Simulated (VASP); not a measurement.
Mo, 1 atom in the cell. Symmetry: Im-3m, No. 229, cubic system. The conventional cell has a = 3.128 Å, b = 3.128 Å, c = 3.128 Å, α = 90.00°, β = 90.00°, γ = 90.00°. Mo (site symmetry m-3m) has 14 Mo at 2.71 to 3.13 Å within 3.6 Å. 

```yaml
Program: VASP 6.6.1
Task: relaxation of cell and atoms
Functional: PBEsol
Potentials_or_basis: VASP PAW PBE potentials, release 64 (Mo_sv)
Cutoff: 600 eV
k_mesh: 18 × 18 × 18
Occupations: gaussian, width 0.1 eV
Spin: no spin polarisation
Dipole_correction: no
Further_INCAR_settings: ALGO = Normal; EDIFF = 1e-06; IBRION = 2; EDIFFG = -0.01; NSW = 80; ISIF = 3
```

Potentials or basis: VASP PAW PBE potentials, release 64 (Mo_sv).

Launch:

```sh
$ cat potpaw_PBE.64/Mo_sv/POTCAR > POTCAR
$ mpirun -np 1 vasp_std > vasp.out
```

Hardware: 1 thread of Intel(R) Xeon(R) 6975P-C (Granite Rapids), with other jobs on the host.

Question: Estimate the wall time of this run.

Answer: It took 46 s on 1 thread of Intel(R) Xeon(R) 6975P-C (Granite Rapids), on a shared host, peak memory 0.18 GiB. Counts: scf iterations 22, k points 195, ion steps 3.
